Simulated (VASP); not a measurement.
Wanted: the native input for a VASP 6.6.1 run.

* Task: relaxation of cell and atoms
* Functional: PBEsol
* Dispersion: D4
* Potentials or basis: VASP PAW PBE potentials, release 64 (Ba_sv, Ti_sv, O)
* Cutoff: 600 eV
* k mesh: 7 × 7 × 7
* Occupations: fermi-dirac, width 0.05 eV
* Spin: no spin polarisation
* Dipole correction: no
* Further INCAR settings: ALGO = Normal; EDIFF = 1e-07; IBRION = 2; EDIFFG = -0.01; NSW = 60; ISIF = 3

The structure of BaTiO3 (Barioperovskite) lies in POSCAR:

```
BaTiO3
1.0
    3.9855000000      0.0000000000      0.0000000000
    0.0000000000      2.8369000000      2.8451500000
    0.0000000000     -2.8369000000      2.8451500000
Ba Ti O
1 1 3
Direct
    0.0000000000      0.0000000000      0.0000000000
    0.5000000000      0.5124000000      0.5124000000
    0.5000000000      0.9918400000      0.5052400000
    0.5000000000      0.5052400000      0.9918400000
    0.0000000000      0.4874000000      0.4874000000
```

The input as run:

INCAR

```
PREC = Accurate
ENCUT = 600
EDIFF = 1E-7
ISMEAR = -1
SIGMA = 0.05
LREAL = False
LASPH = True
NELM = 60
ALGO = Normal
ISIF = 3
LWAVE = False
LCHARG = False
GGA = PS
IVDW = 13
IBRION = 2
NSW = 60
EDIFFG = -0.01
```

KPOINTS

```
Automatic mesh
0
Gamma
  7 7 7
```

Potentials or basis: VASP PAW PBE potentials, release 64 (Ba_sv, Ti_sv, O).

Run with:

```sh
$ cat potpaw_PBE.64/Ba_sv/POTCAR potpaw_PBE.64/Ti_sv/POTCAR potpaw_PBE.64/O/POTCAR > POTCAR
$ mpirun -np 1 vasp_std > vasp.out
```

It gave:

```
Relaxed volume                         : 12.67 Å³/atom
Relaxed cell                           : a = 3.953 Å, b = 4.003 Å, c = 4.003 Å, α = 89.83°, β = 90.00°, γ = 90.00°
Space group after relaxing (to 0.05 Å) : Amm2 (No. 38)
Energy gained by relaxing              : 7.6 meV/atom
Ionic steps                            : 13
Pressure after relaxing                : 0.0 GPa
Largest force after relaxing           : 0.007 eV/Å
Band gap on the k mesh                 : 2.13 eV, indirect (least direct gap 2.37 eV)
Dispersion energy per atom             : -0.126 eV
```

Caveat: the PAW data sets were made with another functional, which shifts forces and pressure a little; spin-orbit coupling is left out, which moves the levels of the heavy elements.

Run time: 21 min on 1 thread of AMD EPYC 7R13 (shared host), peak memory 0.26 GiB.
